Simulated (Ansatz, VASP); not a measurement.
**One calculation of Ti2SeS, two programs**

The input POSCAR:

```
Ti2SeS
1.0
    3.3421751103      0.0000000000      0.0000000000
   -1.6710875552      2.8944085494      0.0000000000
    0.0000000000      0.0000000000      6.6269985836
Ti Se S
2 1 1
Direct
    0.0000000000      0.0000000000      0.2379978993
    0.0000000000      0.0000000000      0.7620021007
    0.3333333333      0.6666666667      0.5000000000
    0.3333333333      0.6666666667      0.0000000000
```

The input INCAR.step1:

```
PREC = Accurate
ENCUT = 520
ISMEAR = 0
SIGMA = 0.1
LREAL = F
LASPH = T
NELM = 60
NBANDS = 26
GGA = PE
ALGO = Normal
EDIFF = 1E-4
LWAVE = T
LCHARG = F
```

INCAR.step2

```
PREC = Accurate
ENCUT = 520
EDIFF = 1E-6
ISMEAR = 0
SIGMA = 0.1
LREAL = F
LASPH = T
NELM = 60
ALGO = Normal
ISIF = 2
LWAVE = F
LCHARG = F
METAGGA = R2SCAN
LMIXTAU = T
NBANDS = 26
ISTART = 1
```

KPOINTS

```
Automatic mesh
0
Gamma
  12 12 6
```

Input for Ansatz:

```yaml
crystal:
  lattice:
    - [3.3421751103, 0.0, 0.0]
    - [-1.6710875552, 2.8944085494, 0.0]
    - [0.0, 0.0, 6.6269985836]
  atoms:
    - { symbol: Ti, position: [0.0, 0.0, 0.2379978993] }
    - { symbol: Ti, position: [0.0, 0.0, 0.7620021007] }
    - { symbol: Se, position: [0.3333333333, 0.6666666667, 0.5] }
    - { symbol: S, position: [0.3333333333, 0.6666666667, 0.0] }
basis:
  ecutwfc: 500
kpoints:
  mp_grid: { grid: [12, 12, 6] }
  band_path:
    path:
      - [[0.0, 0.0, 0.0], [0.5, 0.0, 0.0], [0.33333333, 0.33333333, 0.0], [0.0, 0.0, 0.0], [0.0, 0.0, 0.5], [0.5, 0.0, 0.5], [0.33333333, 0.33333333, 0.5], [0.0, 0.0, 0.5]]
      - [[0.5, 0.0, 0.5], [0.5, 0.0, 0.0]]
      - [[0.33333333, 0.33333333, 0.5], [0.33333333, 0.33333333, 0.0]]
    npoints: 14
hamiltonian:
  xc: r2scan
scf:
  occupations: { method: gaussian, width: 0.1 }
  n_extra_bands: 10
output:
  forces: true
  stress: true
  eigenvalues: true
  populations: true
  dos: { projected: true, de: 0.02, nscf_kmesh: { grid: [15, 15, 8] } }
  bader: true
```

Alike in both runs: task single point; functional r2SCAN; k mesh 12 × 12 × 6; occupations gaussian, width 0.1 eV; no spin polarisation.

|  | VASP | Ansatz |
| --- | --- | --- |
| version | VASP 6.6.1 | Ansatz 0.2.0 |
| potentials or method | VASP PAW PBE potentials, release 64 (Ti_sv, Se, S), cutoff 520 eV | scalar-relativistic, plane waves, PAW |
| valence electrons in the cell | 36 | 46 |

```csv
,VASP,Ansatz,Ansatz less VASP
gap on the k mesh at the Fermi level (eV),none,none,-
pressure (GPa),-0.4,-0.8,-0.43
"traceless stress, the component that is largest in VASP (GPa)",-0.32,-0.47,-0.157
rms of the force components (eV/Å),0.019,0.015,-0.0036
```

VASP's potentials were made for PBE, not for r2SCAN. Atom by atom the forces differ by 0.004 eV/Å (rms over components). A gap of «none» marks a metal or a gap that the smearing closes. VASP's potentials hold 36 valence electrons a cell and Ansatz's 46, so a difference there can come from the potentials and not from the codes.
